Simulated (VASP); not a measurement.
**C: electric field gradients with PBEsol**

C:

```xyz
2
Lattice="0.0000 2.0836 3.2797 1.2029 0.0000 3.2797 1.2029 2.0836 0.0000" Properties=species:S:1:pos:R:3 pbc="T T T"
C     1.2029    0.6945    3.2797
C     1.2029    3.4726    3.2797
```

| Property | Result |
| --- | --- |
| Program | VASP 6.6.1 |
| Task | electric field gradients |
| Functional | PBEsol |
| Potentials or basis | VASP PAW PBE potentials, release 64 (C) |
| Cutoff | 520 eV |
| k mesh | 18 × 18 × 18 |
| Occupations | fermi-dirac, width 0.05 eV |
| Spin | no spin polarisation |
| Dipole correction | no |
| Further INCAR settings | ALGO = Normal; EDIFF = 1e-08; NBANDS = 11 |

```yaml
Pressure: 22.0 GPa
Largest_force: 0.004 eV/Å
Largest_electric_field_gradient_by_atom: C +35.3 V/Å²
```

Forces in eV/Å, atoms in the order of the input:
```
C    0.000  0.004  0.000
C    0.000 -0.004  0.000
```

Stress tensor (GPa, compression positive):
```
32.07  0.00  0.00
 0.00 31.44  0.00
 0.00  0.00  2.44
```

Electric field gradients, principal values (V/Å²):
```
atom    least   middle  greatest (by size)
 1 C  -17.615  -17.661              35.277
 2 C  -17.615  -17.661              35.277
```

Run time: 95 s on 1 thread of Intel(R) Xeon(R) 6975P-C (Granite Rapids), on a shared host, peak memory 0.24 GiB.

Caveat: the cell stands under pressure; this functional lacks dispersion, which binds the layers, so the pressure and a relaxed spacing across them are unreliable; without QUAD_EFG the Cq values of the log hold for a quadrupole moment of 1 mb, not for the nuclei; the PAW data sets were made with another functional, which shifts forces and pressure a little.
